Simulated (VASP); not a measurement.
A run of VASP 6.6.1 is set up as follows.

File INCAR:

```
SYSTEM = VH6
PREC = Accurate
ENCUT = 520
EDIFF = 1E-6
ISMEAR = 0
SIGMA = 0.1
LREAL = .FALSE.
LASPH = .TRUE.
NELM = 150
ALGO = Normal
ISIF = 2
LWAVE = .FALSE.
LCHARG = .TRUE.
ISPIN = 2
MAGMOM = 3.47 0 0 0 0 0 0
LORBIT = 11
LMAXMIX = 4
GGA = PE
LELF = .TRUE.
LVHAR = .TRUE.
NBANDS = 22
```

File KPOINTS:

```
Automatic mesh
0
G
  10 10 10
  0 0 0
```

POSCAR

```
VH6
1.0
    3.6524915030      0.0000000000      0.0000000000
    0.0000000000      3.6524915030      0.0000000000
    0.0000000000      0.0000000000      3.6524915030
V H
1 6
Direct
    0.0000000000      0.0000000000      0.0000000000
    0.5000000000      0.5000000000      0.1124469041
    0.5000000000      0.5000000000      0.8875530959
    0.1124469041      0.5000000000      0.5000000000
    0.8875530959      0.5000000000      0.5000000000
    0.5000000000      0.1124469041      0.5000000000
    0.5000000000      0.8875530959      0.5000000000
```

Potentials or basis: VASP PAW PBE potentials, release 64 (V_sv, H).

The run is started by

```sh
$ cat potpaw_PBE.64/V_sv/POTCAR potpaw_PBE.64/H/POTCAR > POTCAR
$ mpirun -np 1 vasp_std > vasp.out
```

(1) Predict the pressure.

(2) Estimate the site moments.

(3) Estimate the largest force.

Answers

(1) -0.3 GPa.

(2) V +3.23; H +0.01 μB.

(3) 0.005 eV/Å.
